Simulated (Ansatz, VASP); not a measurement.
Al7InAs8 in VASP and in Ansatz

```
In Al As
1.0
     5.72384   -5.72384    0.00000
     5.72384    0.00000    5.72384
     0.00000   -5.72384    5.72384
In Al As
1 7 8
Direct
  0.50000 0.00000 0.00000
  0.50043 0.00043 0.49957
  0.50043 0.49957 0.00043
  0.50043 0.49957 0.49957
  0.99957 0.00043 0.00043
  0.99957 0.00043 0.49957
  0.99957 0.49957 0.00043
  0.00000 0.50000 0.50000
  0.36971 0.39088 0.86971
  0.37496 0.37501 0.37501
  0.36971 0.86971 0.86971
  0.36971 0.86971 0.39088
  0.87501 0.37501 0.87496
  0.87501 0.37501 0.37501
  0.89088 0.86971 0.86971
  0.87501 0.87496 0.37501
```

Alike in both runs: task single point; functional PBEsol; k mesh 2 × 2 × 2; occupations gaussian, width 0.02 eV; no spin polarisation.

|  | VASP | Ansatz |
| --- | --- | --- |
| version | VASP 6.6.1 | Ansatz 0.2.0 |
| potentials or method | VASP PAW PBE potentials, release 64 (In_d, Al, As), cutoff 520 eV | scalar-relativistic, plane waves, PAW |
| valence electrons in the cell | 74 | 154 |

|  | VASP | Ansatz | Ansatz less VASP |
| --- | --- | --- | --- |
| gap on the k mesh at the Fermi level (eV) | 1.30 | 1.31 | +0.011 |
| least direct gap on the mesh (eV) | 1.30 | 1.31 | +0.011 |
| pressure (GPa) | 0.5 | 0.2 | -0.25 |
| rms of the force components (eV/Å) | 0.010 | 0.011 | +0.0015 |

VASP's potentials were made for PBE, not for PBEsol. Atom by atom the forces differ by 0.003 eV/Å (rms over components). VASP's potentials hold 74 valence electrons a cell and Ansatz's 154, so a difference there can come from the potentials and not from the codes.

The k mesh is coarse, so the values compare programs but aren't converged.
